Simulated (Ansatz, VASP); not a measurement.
Two plane-wave programs on As

```xyz
8
Lattice="5.3099 0.0000 0.0000 0.0000 5.3099 0.0000 0.0000 0.0000 5.3099" Properties=species:S:1:pos:R:3 pbc="T T T"
As    2.6550    2.6550    2.6550
As    0.0000    0.0000    0.0000
As    1.3275    0.0000    2.6550
As    2.6550    1.3275    0.0000
As    2.6550    3.9824    0.0000
As    3.9824    0.0000    2.6550
As    0.0000    2.6550    3.9824
As    0.0000    2.6550    1.3275
```

Alike in both runs: functional PBEsol; k mesh 4 × 4 × 4; occupations gaussian, width 0.1 eV; no spin polarisation.

Ansatz relaxed the structure, and its values are those at the end. VASP's run is a single point on that final structure, the one shown.

```csv
,VASP,Ansatz
version,VASP 6.6.1,Ansatz 0.2.0
potentials or method,"VASP PAW PBE potentials, release 64 (As), cutoff 520 eV","scalar-relativistic, plane waves, PAW"
valence electrons in the cell,40,120
```

```csv
,VASP,Ansatz,Ansatz less VASP
gap on the k mesh at the Fermi level (eV),none,none,-
pressure (GPa),0.2,0.0,-0.22
```

VASP's potentials were made for PBE, not for PBEsol. A gap of «none» marks a metal or a gap that the smearing closes. The functional is the same, so the differences come from potentials, cutoffs and numerics. VASP's potentials hold 40 valence electrons a cell and Ansatz's 120, so a difference there can come from the potentials and not from the codes.
